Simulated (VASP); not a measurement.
# CdSe (rocksalt type) (Fm-3m) in VASP: further runs

The runs below take CdSe (rocksalt type) through single point, with PBEsol.

Program: VASP 6.6.1. These are calculated values, not measurements. Logs are shortened: lines on timing, memory, paths and dates and some standing lists are left out, and cuts for length are marked.

### Step 1. The cell of the first run

The structure is cubic, space group Fm-3m (No. 225). Conventional cell: a = 4.611 Å, b = 4.611 Å, c = 4.611 Å, α = 90.00°, β = 90.00°, γ = 90.00°. Within 3.0 Å of Cd (site symmetry m-3m) lie 6 Se at 2.31 Å. Within 3.0 Å of Se (site symmetry m-3m) lie 6 Cd at 2.31 Å.

### Step 2. Single point, PBEsol (volume scaled by 0.55)

INCAR reads:

```
SYSTEM = CdSe
PREC = Accurate ; ENCUT = 520
EDIFF = 1E-6 ; ISMEAR = -1
SIGMA = 0.05 ; LREAL = .FALSE.
LASPH = .TRUE. ; NELM = 100
ALGO = Normal ; ISIF = 2
LWAVE = .FALSE. ; LCHARG = .FALSE.
GGA = PS ; NBANDS = 16
```

KPOINTS reads:

```
regular mesh
0
G
  12 12 12
  0 0 0
```

POSCAR reads:

```
CdSe
1.0
    0.0000000000      2.3054914373      2.3054914373
    2.3054914373      0.0000000000      2.3054914373
    2.3054914373      2.3054914373      0.0000000000
Cd Se
1 1
Direct
    0.0000000000      0.0000000000      0.0000000000
    0.5000000000      0.5000000000      0.5000000000
```

Potentials or basis: VASP PAW PBE potentials, release 64 (Cd, Se).

The run is started by

```sh
cat potpaw_PBE.64/Cd/POTCAR potpaw_PBE.64/Se/POTCAR > POTCAR
mpirun -np 1 vasp_std > vasp.out
```

OUTCAR:

```text
SYSTEM = CdSe
   PREC = Accurate
   ENCUT = 520
   EDIFF = 1E-6
   ISMEAR = -1
   LREAL = .FALSE.
   LASPH = .TRUE.
   NELM = 100
   ISIF = 2
   GGA = PS

 ion  position               nearest neighbor table
   1  0.000  0.000  0.000-   2 2.31   2 2.31   2 2.31   2 2.31   2 2.31   2 2.31
   2  0.500  0.500  0.500-   1 2.31   1 2.31   1 2.31   1 2.31   1 2.31   1 2.31

  LATTYP: Found a face centered cubic cell.
 ALAT       =     4.6109828746

  Lattice vectors:

 A1 = (   0.0000000000,   2.3054914373,   2.3054914373)
 A2 = (   2.3054914373,   0.0000000000,   2.3054914373)
 A3 = (   2.3054914373,   2.3054914373,   0.0000000000)

Analysis of symmetry for initial positions (statically):
=====================================================================
 Subroutine PRICEL returns:
 Original cell was already a primitive cell.

 Routine SETGRP: Setting up the symmetry group for a
 face centered cubic supercell.

 Subroutine GETGRP returns: Found 48 space group operations
 (whereof 48 operations were pure point group operations)
 out of a pool of 48 trial point group operations.

The static configuration has the point symmetry O_h .

Analysis of symmetry for dynamics (positions and initial velocities):
=====================================================================
 Subroutine PRICEL returns:
 Original cell was already a primitive cell.

 Routine SETGRP: Setting up the symmetry group for a
 face centered cubic supercell.

 Subroutine GETGRP returns: Found 48 space group operations
 (whereof 48 operations were pure point group operations)
 out of a pool of 48 trial point group operations.

The dynamic configuration has the point symmetry O_h .

 Subroutine INISYM returns: Found 48 space group operations
 (whereof 48 operations are pure point group operations),
 and found     1 'primitive' translations

----------------------------------------------------------------------------------------

                                     Primitive cell

  volume of cell :      24.5087

  direct lattice vectors                    reciprocal lattice vectors
     0.000000000  2.305491437  2.305491437    -0.216873501  0.216873501  0.216873501
     2.305491437  0.000000000  2.305491437     0.216873501 -0.216873501  0.216873501
     2.305491437  2.305491437  0.000000000     0.216873501  0.216873501 -0.216873501

  length of vectors
     3.260457259  3.260457259  3.260457259     0.375635923  0.375635923  0.375635923

  position of ions in fractional coordinates (direct lattice)
     0.000000000  0.000000000  0.000000000
     0.500000000  0.500000000  0.500000000

  ion indices of the primitive-cell ions
   primitive index   ion index
                 1           1
                 2           2

----------------------------------------------------------------------------------------

 KPOINTS: regular mesh

Automatic generation of k-mesh.
 Grid dimensions read from file:
 generate k-points for:   12   12   12

 Generating k-lattice:

  Cartesian coordinates                     Fractional coordinates (reciprocal lattice)
    -0.018072792  0.018072792  0.018072792     0.083333333  0.000000000  0.000000000
     0.018072792 -0.018072792  0.018072792     0.000000000  0.083333333  0.000000000
     0.018072792  0.018072792 -0.018072792     0.000000000  0.000000000  0.083333333

  Length of vectors
     0.031302994  0.031302994  0.031302994

  Shift w.r.t. Gamma in fractional coordinates (k-lattice)
     0.000000000  0.000000000  0.000000000

 Subroutine IBZKPT returns following result:
 ===========================================

 Found     72 irreducible k-points:

 Following reciprocal coordinates:
            Coordinates               Weight
  0.000000  0.000000  0.000000      1.000000
  0.083333  0.000000  0.000000      8.000000
  0.166667  0.000000  0.000000      8.000000
  0.250000  0.000000  0.000000      8.000000
  0.333333  0.000000  0.000000      8.000000
  0.416667  0.000000  0.000000      8.000000
[... 16 lines left out ...]
  0.500000  0.166667  0.000000     24.000000
 -0.416667  0.166667  0.000000     24.000000
 [... further k-points ...]
   k-points           NKPTS =     72   k-points in BZ     NKDIM =     72   number of bands    NBANDS=     16
   number of dos      NEDOS =    301   number of ions     NIONS =      2
   total plane-waves  NPLWV =  13824
   dimension x,y,z NGX =    24 NGY =   24 NGZ =   24
   dimension x,y,z NGXF=    48 NGYF=   48 NGZF=   48
   ions per type =               1   1
   NGX,Y,Z   is equivalent  to a cutoff of  12.24, 12.24, 12.24 a.u.
   NGXF,Y,Z  is equivalent  to a cutoff of  24.47, 24.47, 24.47 a.u.
 SYSTEM =  CdSe
   PREC   = accura    normal or accurate (medium, high low for compatibility)
   ISTART =      0    job   : 0-new  1-cont  2-samecut
   ICHARG =      2    charge: 1-file 2-atom 10-const
   ISPIN  =      1    spin polarized calculation?
   LNONCOLLINEAR =      F non collinear calculations
   LSORBIT =      F    spin-orbit coupling
   LASPH  =      T    aspherical Exc in radial PAW
   ENCUT  =  520.0 eV  38.22 Ry    6.18 a.u.   6.06  6.06  6.06*2*pi/ulx,y,z
   NELM   =    100;   NELMIN=  2; NELMDL= -5     # of ELM steps
   EDIFF  = 0.1E-05   stopping-criterion for ELM
   LREAL  =      F    real-space projection
   EDIFFG = 0.1E-04   stopping-criterion for IOM
   NSW    =      0    number of steps for IOM
   IBRION =     -1    ionic relax: 0-MD 1-quasi-New 2-CG
   NFREE  =      0    steps in history (QN), initial steepest desc. (CG)
   ISIF   =      2    stress and relaxation
   ISYM   =      2    0-nonsym 1-usesym 2-fastsym
   POTIM  = 0.5000    time-step for ionic-motion
   TEBEG  =    0.0;   TEEND  =   0.0 temperature during run
   PSTRESS=    0.0 pullay stress
   NELECT =      18.0000    total number of electrons
   NUPDOWN=      -1.0000    fix difference up-down
   EMIN   =  10.00;   EMAX   =-10.00  energy-range for DOS
   EFERMI =   0.00;   METHOD = LEGACY
   ISMEAR =    -1;   SIGMA  =   0.05  broadening in eV -4-tet -1-fermi 0-gaus
   EFERMI_NEDOS =   21; number of points for ismear=-14 and -15
   IALGO  =     38    algorithm
   IMIX   =      4    mixing-type and parameters
     AMIX     =   0.40;   BMIX     =  1.00
     AMIX_MAG =   1.60;   BMIX_MAG =  1.00
  volume/ion in A,a.u.               =      12.25        82.70
  Fermi-wavevector in a.u.,A,eV,Ry     =   1.477040  2.791200 29.683098  2.181646
  Thomas-Fermi vector in A             =   2.591493
   LORBIT       =      0    0 simple, 1 ext, 2 COOP (PROOUT), +10 PAW based schemes
   GGA     = PS    functional components
   LHFCALC =     F    Hartree Fock is set to
   AEXX    =    0.0000 exact exchange contribution
   IVDW    =     0    specifies the selected vdW correction
   LEPSILON=     F    determine dielectric tensor
   LRPA    =     F    only Hartree local field effects (RPA)
 non-spin polarized calculation
  energy-cutoff  :      520.00
  volume of cell :       24.51
 maximum number of plane-waves:       684
   NGX = 13   NGY = 13   NGZ = 13

 number of electron      18.0000008 magnetization

 Free energy of the ion-electron system (eV)
  ---------------------------------------------------
  ext. energy  EPLUGINS =         0.00000000
  ---------------------------------------------------
  free energy    TOTEN  =         0.53266361 eV

  energy without entropy =        0.53672003  energy(sigma->0) =        0.53469182

 E-fermi :  11.1483     XC(G=0): -13.6784

 val. band max:       11.1257391890   @ k =  -0.2500   0.1667   0.0000
 cond. band min:      11.1900227899   @ k =   0.4167   0.3333   0.0000
 fundamental gap:      0.0642836009
 Fermi energy:        11.1482585664

 k-point     1 :       0.0000    0.0000    0.0000
  band No.  band energies     occupation
      1      -8.9999      2.00000
      2      -0.6384      2.00000
      3      -0.6384      2.00000
      4      -0.6384      2.00000
      5      -0.5814      2.00000
      6      -0.5814      2.00000
[... 8 lines left out ...]
     15      24.0743      0.00000
     16      24.0743      0.00000

 k-point     2 :       0.0833    0.0000    0.0000
  band No.  band energies     occupation
      1      -8.8611      2.00000
      2      -0.6889      2.00000
      3      -0.6886      2.00000
      4      -0.6886      2.00000
      5      -0.5767      2.00000
      6      -0.5767      2.00000
[... 8 lines left out ...]
     15      22.8309      0.00000
     16      22.8309      0.00000

 k-point     3 :       0.1667    0.0000    0.0000
  band No.  band energies     occupation
      1      -8.4523      2.00000
      2      -0.9310      2.00000
      3      -0.9310      2.00000
      4      -0.8498      2.00000
      5      -0.4414      2.00000
      6      -0.4414      2.00000
[... 8 lines left out ...]
     15      22.0074      0.00000
     16      22.0074      0.00000

 k-point     4 :       0.2500    0.0000    0.0000
  band No.  band energies     occupation
      1      -7.7996      2.00000
      2      -1.2379      2.00000
      3      -1.2379      2.00000
      4      -1.1579      2.00000
      5      -0.2460      2.00000
      6      -0.2460      2.00000
[... 8 lines left out ...]
     15      22.4092      0.00000
     16      22.4092      0.00000
[... 324 lines left out ...]
 k-point    22 :       0.4167    0.1667    0.0000
  band No.  band energies     occupation
      1      -6.5881      2.00000
      2      -1.9891      2.00000
      3      -1.2985      2.00000
      4      -1.2314      2.00000
      5       0.0283      2.00000
      6       0.1653      2.00000
[... 8 lines left out ...]
     15      26.2059      0.00000
     16      26.3433      0.00000

 k-point    23 :       0.5000    0.1667    0.0000
  band No.  band energies     occupation
      1      -6.0149      2.00000
      2      -2.2127      2.00000
      3      -1.4670      2.00000
      4      -1.3987      2.00000
      5       0.2197      2.00000
      6       0.2387      2.00000
[... 8 lines left out ...]
     15      25.9513      0.00000
     16      27.5068      0.00000

 k-point    24 :      -0.4167    0.1667    0.0000
  band No.  band energies     occupation
      1      -5.8637      2.00000
      2      -2.3511      2.00000
      3      -1.6057      2.00000
      4      -1.3518      2.00000
      5       0.1544      2.00000
      6       0.3583      2.00000
[... 8 lines left out ...]
     15      24.8630      0.00000
     16      26.6777      0.00000

 [... further k-points ...]
[... 5 lines left out ...]
  --------------------------------------------------------------------------------------
  -------------------------------------------------------------------------------------
  Total       28.1005092     28.1005092     28.1005092      0.0000000     -0.0000000      0.0000000
  in kB     1836.9791842   1836.9791842   1836.9791842      0.0000000     -0.0000000      0.0000000
  external PRESSURE =    1836.9791842 kB  Pullay stress =       0.0000000 kB

 VOLUME and BASIS-vectors are now :
 -----------------------------------------------------------------------------
  energy-cutoff  :      520.00
  volume of cell :       24.51
      direct lattice vectors                 reciprocal lattice vectors
     0.000000000  2.305491437  2.305491437    -0.216873501  0.216873501  0.216873501
     2.305491437  0.000000000  2.305491437     0.216873501 -0.216873501  0.216873501
     2.305491437  2.305491437  0.000000000     0.216873501  0.216873501 -0.216873501

 POSITION                                       TOTAL-FORCE (eV/Angst)
 -----------------------------------------------------------------------------------
      0.00000      0.00000      0.00000         0.000000     -0.000000      0.000000
      2.30549      2.30549      2.30549        -0.000000      0.000000     -0.000000
 -----------------------------------------------------------------------------------
    total drift:                                0.000000     -0.000000     -0.000000

  FREE ENERGIE OF THE ION-ELECTRON SYSTEM (eV)
  ---------------------------------------------------
  free  energy   TOTEN  =         0.5326636141 eV

  energy  without entropy=        0.5367200341  energy(sigma->0) =        0.53469182
```

Run time: 8.1 s. Hardware: 1 thread of Intel Xeon 6975P-C (Granite Rapids), shared host; peak memory 0.15 GiB.

Results:

```yaml
Free_energy: 0.5327 eV
Pressure: 183.7 GPa
Band_gap_on_the_k_mesh: zero (band 9 reaches 11.32 eV, above the bottom of band 10 at 10.06 eV)
```

Caveat: the PAW data sets were made with another functional, which shifts forces and pressure a little.

### Step 3. Single point, PBEsol (volume scaled by 0.55)

INCAR reads:

```
  ALGO = Normal
  EDIFF = 1E-6
  ENCUT = 520
  GGA = PS
  ISIF = 2
  ISMEAR = -1
  LASPH = T
  LCHARG = T
  LELF = T
  LREAL = F
  LVHAR = T
  LWAVE = F
  NBANDS = 16
  NELM = 100
  PREC = Accurate
  SIGMA = 0.05
```

KPOINTS reads:

```
k-points
0
Gamma
  12 12 12
```

POSCAR is that of step 2.

Potentials or basis: VASP PAW PBE potentials, release 64 (Cd, Se).

The run is started by

```sh
cat potpaw_PBE.64/Cd/POTCAR potpaw_PBE.64/Se/POTCAR > POTCAR
mpirun -np 1 vasp_std > vasp.out
```

OUTCAR:

```text
EDIFF = 1E-6
   ENCUT = 520
   GGA = PS
   ISIF = 2
   ISMEAR = -1
   LASPH = T
   LREAL = F
   NELM = 100
   PREC = Accurate

 ion  position               nearest neighbor table
   1  0.000  0.000  0.000-   2 2.31   2 2.31   2 2.31   2 2.31   2 2.31   2 2.31
   2  0.500  0.500  0.500-   1 2.31   1 2.31   1 2.31   1 2.31   1 2.31   1 2.31

  LATTYP: Found a face centered cubic cell.
 ALAT       =     4.6109828746

  Lattice vectors:

 A1 = (   0.0000000000,   2.3054914373,   2.3054914373)
 A2 = (   2.3054914373,   0.0000000000,   2.3054914373)
 A3 = (   2.3054914373,   2.3054914373,   0.0000000000)

Analysis of symmetry for initial positions (statically):
=====================================================================
 Subroutine PRICEL returns:
 Original cell was already a primitive cell.

 Routine SETGRP: Setting up the symmetry group for a
 face centered cubic supercell.

 Subroutine GETGRP returns: Found 48 space group operations
 (whereof 48 operations were pure point group operations)
[... 156 lines left out ...]
  ---------------------------------------------------
  ext. energy  EPLUGINS =         0.00000000
  ---------------------------------------------------
  free energy    TOTEN  =         0.53266361 eV

  energy without entropy =        0.53672003  energy(sigma->0) =        0.53469182

 E-fermi :  11.1483     XC(G=0): -13.6784

 val. band max:       11.1257391890   @ k =  -0.2500   0.1667   0.0000
 cond. band min:      11.1900227899   @ k =   0.4167   0.3333   0.0000
 fundamental gap:      0.0642836009
 Fermi energy:        11.1482585664

 k-point     1 :       0.0000    0.0000    0.0000
  band No.  band energies     occupation
      1      -8.9999      2.00000
      2      -0.6384      2.00000
      3      -0.6384      2.00000
      4      -0.6384      2.00000
      5      -0.5814      2.00000
      6      -0.5814      2.00000
[... 433 lines left out ...]
      3      -1.6057      2.00000
      4      -1.3518      2.00000
      5       0.1544      2.00000
      6       0.3583      2.00000
[... 8 lines left out ...]
     15      24.8630      0.00000
     16      26.6777      0.00000

 [... further k-points ...]
[... 5 lines left out ...]
  --------------------------------------------------------------------------------------
  -------------------------------------------------------------------------------------
  Total       28.1005092     28.1005092     28.1005092      0.0000000     -0.0000000      0.0000000
  in kB     1836.9791842   1836.9791842   1836.9791842      0.0000000     -0.0000000      0.0000000
  external PRESSURE =    1836.9791842 kB  Pullay stress =       0.0000000 kB

 VOLUME and BASIS-vectors are now :
 -----------------------------------------------------------------------------
  energy-cutoff  :      520.00
  volume of cell :       24.51
      direct lattice vectors                 reciprocal lattice vectors
     0.000000000  2.305491437  2.305491437    -0.216873501  0.216873501  0.216873501
     2.305491437  0.000000000  2.305491437     0.216873501 -0.216873501  0.216873501
     2.305491437  2.305491437  0.000000000     0.216873501  0.216873501 -0.216873501

 POSITION                                       TOTAL-FORCE (eV/Angst)
 -----------------------------------------------------------------------------------
      0.00000      0.00000      0.00000         0.000000     -0.000000      0.000000
      2.30549      2.30549      2.30549        -0.000000      0.000000     -0.000000
 -----------------------------------------------------------------------------------
    total drift:                                0.000000     -0.000000     -0.000000

  FREE ENERGIE OF THE ION-ELECTRON SYSTEM (eV)
  ---------------------------------------------------
  free  energy   TOTEN  =         0.5326636141 eV

  energy  without entropy=        0.5367200341  energy(sigma->0) =        0.53469182
```

stdout:

```text
POSCAR found type information on POSCAR CdSe
 POSCAR found :  2 types and       2 ions
 scaLAPACK will be used
 -----------------------------------------------------------------------------
|                                                                             |
|                                                                             |
|     You enforced a specific xc type in the INCAR file but a different       |
|     I HOPE YOU KNOW WHAT YOU ARE DOING!                                     |
|                                                                             |
 -----------------------------------------------------------------------------

 LDA part: xc-table for (Slater+PW92), standard interpolation
 POSCAR, INCAR and KPOINTS ok, starting setup
 FFT: planning ... GRIDC
 FFT: planning ... GRID_SOFT
 FFT: planning ... GRID
 WAVECAR not read
 entering main loop
```

It took 9.1 s on 1 thread of Intel Xeon 6975P-C (Granite Rapids), shared host; peak memory 0.16 GiB.

What came out:

* Free energy: 0.5327 eV
* Pressure: 183.7 GPa
* Band gap on the k mesh: zero (band 9 reaches 11.32 eV, above the bottom of band 10 at 10.06 eV)

Caveat: the PAW data sets were made with another functional, which shifts forces and pressure a little.
